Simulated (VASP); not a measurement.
Pt, 1 atom in the cell. It takes space group I4/mmm (No. 139, tetragonal). Conventional cell: a = 3.168 Å, b = 3.168 Å, c = 3.073 Å, α = 90.00°, β = 90.00°, γ = 90.00°. Pt (site symmetry 4/mmm) has 14 Pt at 2.72 to 3.17 Å within 3.6 Å.  This cell differs from its parent crystal: strain +0.000 along x and y, -0.030 along z.

* Program: VASP 6.6.1
* Task: single point
* Functional: PBEsol
* Potentials or basis: VASP PAW PBE potentials, release 64 (Pt)
* Cutoff: 520 eV
* k mesh: 22 × 22 × 22
* Occupations: gaussian, width 0.15 eV
* Spin: no spin polarisation
* Dipole correction: no
* Further INCAR settings: ALGO = Fast; EDIFF = 1e-07; NBANDS = 11

Potentials or basis: VASP PAW PBE potentials, release 64 (Pt).

Launch:

```sh
$ cat potpaw_PBE.64/Pt/POTCAR > POTCAR
$ mpirun -np 1 vasp_std > vasp.out
```

Hardware: 1 thread of Intel(R) Xeon(R) Platinum 8175M CPU @ 2.50GHz (Skylake/Cascade Lake), on a shared host.

Estimate the wall time of this run.

Run time: 2.2 min on 1 thread of Intel(R) Xeon(R) Platinum 8175M CPU @ 2.50GHz (Skylake/Cascade Lake), on a shared host, peak memory 0.25 GiB. Counts: scf iterations 14, k points 834.
